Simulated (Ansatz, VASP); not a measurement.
# One calculation of CuSi16Ni16, two programs

```xyz
33
Lattice="-5.1384 3.3971 5.5985 5.1384 -3.3971 5.5985 5.1384 3.3971 -5.5985" Properties=species:S:1:pos:R:3 pbc="T T T"
Si    4.2916    2.5706   -2.3463
Si    4.0985   -1.0722    3.5110
Si   -0.8469    2.5267    3.2530
Si    4.1002    2.7722    3.5091
Si    0.9377    0.8497    2.3149
Si    6.3507    0.8501    2.0888
Si    0.9095    4.2476    2.2361
Si    0.8343    0.8513    7.9762
Si    1.7156    2.6100   -0.5288
Si    1.6390   -0.8585    5.1472
Si   -3.4230    2.4873    5.0694
Si    1.6392    2.5585    5.1474
Si    3.3428    0.8501    0.2877
Si    8.5916    0.8507    0.4736
Si    3.4634    4.2470    0.4627
Si    3.5226    0.8500    6.1182
Ni    2.6638    4.2471   -1.8126
Ni    2.5433    0.8503    4.0143
Ni   -2.4709    4.2476    3.7554
Ni    2.4476    4.2468    3.9053
Ni    2.5101   -0.8682    1.6944
Ni    7.6885   -0.9128    1.7757
Ni    2.5101    2.5679    1.6947
Ni    2.5498   -0.7837    7.3746
Ni    5.1472    0.8507   -1.0709
Ni    5.3508   -2.5466    4.6568
Ni    0.0433    0.8497    4.5529
Ni    5.2013    0.8495    4.5975
Ni   -0.0443    2.5320    1.0196
Ni    5.1020    2.6122    1.0131
Ni   -0.0445    5.9624    1.0187
Ni   -0.0362    2.4857    6.6093
Cu    4.1517    0.8489    2.3701
```

Alike in both runs: functional PBE; k mesh 1 × 1 × 1; occupations methfessel-paxton of order 1, width 0.1 eV; no spin polarisation.

Ansatz relaxed the structure, and its values are those at the end. VASP's run is a single point on that final structure, the one shown.

|  | VASP | Ansatz |
| --- | --- | --- |
| version | VASP 6.6.1 | Ansatz 0.2.0 |
| potentials or method | VASP PAW PBE potentials, release 64 (Si, Ni, Cu), cutoff 520 eV | plane-wave PAW DFT |
| valence electrons in the cell | 235 | 371 |

|  | VASP | Ansatz | Ansatz less VASP |
| --- | --- | --- | --- |
| rms of the force components (eV/Å) | 0.011 | 0.006 | -0.0042 |

With one functional, cell and mesh, what is left measures potentials, basis and numerics. VASP's potentials hold 235 valence electrons a cell and Ansatz's 371, so a difference there can come from the potentials and not from the codes.
